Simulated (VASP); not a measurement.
CuO, 4 atoms in the cell. The typed cell holds 4 atoms: a = 2.948 Å, b = 2.948 Å, c = 5.152 Å, α = 90.00°, β = 90.00°, γ = 89.98°. 

```yaml
Program: VASP 6.6.1
Task: single point
Functional: PBE
Potentials_or_basis: VASP PAW PBE potentials, release 64 (Cu, O)
Cutoff: 520 eV
k_mesh: 14 × 14 × 8
Occupations: gaussian, width 0.1 eV
Spin: no spin polarisation
Dipole_correction: no
k_mesh_for_the_DOS: 21 × 21 × 12
Occupations_for_the_DOS: tetrahedron
Further_INCAR_settings: ALGO = Normal; EDIFF = 1e-06; NBANDS = 25
```

Potentials or basis: VASP PAW PBE potentials, release 64 (Cu, O).

Command:

```console
$ cat potpaw_PBE.64/Cu/POTCAR potpaw_PBE.64/O/POTCAR > POTCAR
$ cp INCAR.step1 INCAR
$ cp KPOINTS.step1 KPOINTS
$ mpirun -np 1 vasp_std > vasp.out
$ cp INCAR.step2 INCAR
$ cp KPOINTS.step2 KPOINTS
$ mpirun -np 1 vasp_std > vasp.out
```

Hardware: 1 thread of Oxide Virtual Turin-like Processor, with other jobs on the host.

Q: How long does it take, and how much memory?

A: It took 19 min on 1 thread of Oxide Virtual Turin-like Processor, on a shared host, peak memory 0.78 GiB. Counts: k points 847.
